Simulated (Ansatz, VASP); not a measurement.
## Ti: VASP beside Ansatz

Contents of INCAR:

```
ALGO = Normal ; EDIFF = 1E-7
ENCUT = 520 ; GGA = PE
ISIF = 2 ; ISMEAR = -1
LASPH = T ; LCHARG = F
LREAL = F ; LWAVE = F
NBANDS = 19 ; NELM = 100
PREC = Accurate ; SIGMA = 0.2
```

File KPOINTS:

```
k-points
0
Gamma
  12 12 7
```

File POSCAR:

```
Ti
1.0
    2.9390756844      0.0000000000      0.0000000000
   -1.4695378422      2.5453142064      0.0000000000
    0.0000000000      0.0000000000      4.6559893251
Ti
2
Direct
    0.3333333333      0.6666666667      0.2500000000
    0.6666666667      0.3333333333      0.7500000000
```

Input for Ansatz:

```yaml
crystal:
  lattice:
    - [2.9390756844, 0.0, 0.0]
    - [-1.4695378422, 2.5453142064, 0.0]
    - [0.0, 0.0, 4.6559893251]
  atoms:
    - { symbol: Ti, position: [0.3333333333, 0.6666666667, 0.25] }
    - { symbol: Ti, position: [0.6666666667, 0.3333333333, 0.75] }
hamiltonian:
  xc: pbe
  pseudopotentials:
    kind: paw
    azcp:
      Ti: "pseudopotentials/Ti.paw.azcp"
basis:
  ecutwfc: 420
  fft_grid_basis: typed
kpoints:
  mp_grid: { grid: [12, 12, 7], shift: [0, 0, 0] }
magnetization:
  spin_polarized: false
scf:
  occupations: { method: fermi_dirac, width: 0.2 }
  lower_state_search: "off"
output:
  stress: true
```

Alike in both runs: task single point; functional PBE; k mesh 12 × 12 × 7; occupations fermi-dirac, width 0.2 eV; no spin polarisation.

|  | VASP | Ansatz |
| --- | --- | --- |
| version | VASP 6.6.1 | Ansatz 0.2.0 |
| potentials or method | VASP PAW PBE potentials, release 64 (Ti_sv), cutoff 520 eV | plane waves (420 eV) with PAW, scalar-relativistic |
| valence electrons in the cell | 24 | 24 |

```csv
,VASP,Ansatz,Ansatz less VASP
pressure (GPa),0.5,0.8,+0.27
"traceless stress, the component that is largest in VASP (GPa)",0.29,0.29,+0.003
```

The functional is the same, so the differences come from potentials, cutoffs and numerics.
